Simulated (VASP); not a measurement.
AlN:

```
Al N
1.0
     2.61273    0.01363    0.04217
     0.01363    2.70562   -0.04648
     0.15671   -0.17276    9.95594
Al N
2 2
Direct
  0.51809 0.54550 0.23255
  0.56141 0.50886 0.75621
  0.92782 0.98548 0.25953
  0.99268 0.96017 0.75171
```

| Property | Result |
| --- | --- |
| Program | VASP 6.6.1 |
| Task | relaxation of cell and atoms |
| Functional | PBE |
| Potentials or basis | VASP PAW PBE potentials, release 64 (Al, N) |
| Cutoff | 600 eV |
| k mesh | 6 × 6 × 2 |
| Occupations | gaussian, width 0.1 eV |
| Spin | no spin polarisation |

At the start: pressure 12.8 GPa; volume 17.58 Å³/atom.

Task: Where does the relaxation end?

Result: Over 17 steps the energy falls by 400.8 meV/atom and the volume is 17.83 Å³/atom (+1.4 %); space group P1 (No. 1, to 0.1 Å) before, C2/m (No. 12, to 0.1 Å).

Step by step:
```
step  energy change (eV)  largest force (eV/Å)  pressure (GPa)  volume (Å³)
   1              0.0000                6.4759           12.83        70.34
   2             -0.4335                0.8688          -12.27        84.78
   3             -0.5530                0.9829          -12.08        83.13
   4             -0.6805                1.1104          -11.69        81.56
   5             -1.1897                1.6169           -7.26        75.93
   6             -1.2033                2.0516           -1.56        73.13
   7             -1.2460                1.7397           -5.09        74.64
   8             -1.2488                1.7958           -4.23        74.22
   9             -1.5010                0.7127            2.81        70.54
  10             -1.5047                0.7957            2.00        70.89
  11             -1.5907                0.4347            0.12        71.31
  12             -1.5949                0.3328            0.38        71.24
  13             -1.6020                0.0616           -0.58        71.60
  14             -1.6023                0.0439           -0.43        71.54
  15             -1.6027                0.0463            0.34        71.19
  16             -1.6029                0.0329            0.04        71.32
  17             -1.6031                0.0122            0.00        71.32
```

Final structure:
```cif
data_structure
_symmetry_space_group_name_H-M 'P 1'
_symmetry_Int_Tables_number 1
_cell_length_a 2.6911
_cell_length_b 2.6910
_cell_length_c 9.8626
_cell_angle_alpha 91.611
_cell_angle_beta 87.341
_cell_angle_gamma 89.988
_cell_volume 71.32
loop_
_atom_site_label
_atom_site_type_symbol
_atom_site_fract_x
_atom_site_fract_y
_atom_site_fract_z
_atom_site_occupancy
Al1 Al 0.47294 0.51557 0.24601 1
Al2 Al 0.52716 0.48451 0.75388 1
N1 N 0.97283 0.01548 0.24611 1
N2 N 0.02708 0.98443 0.75400 1
```
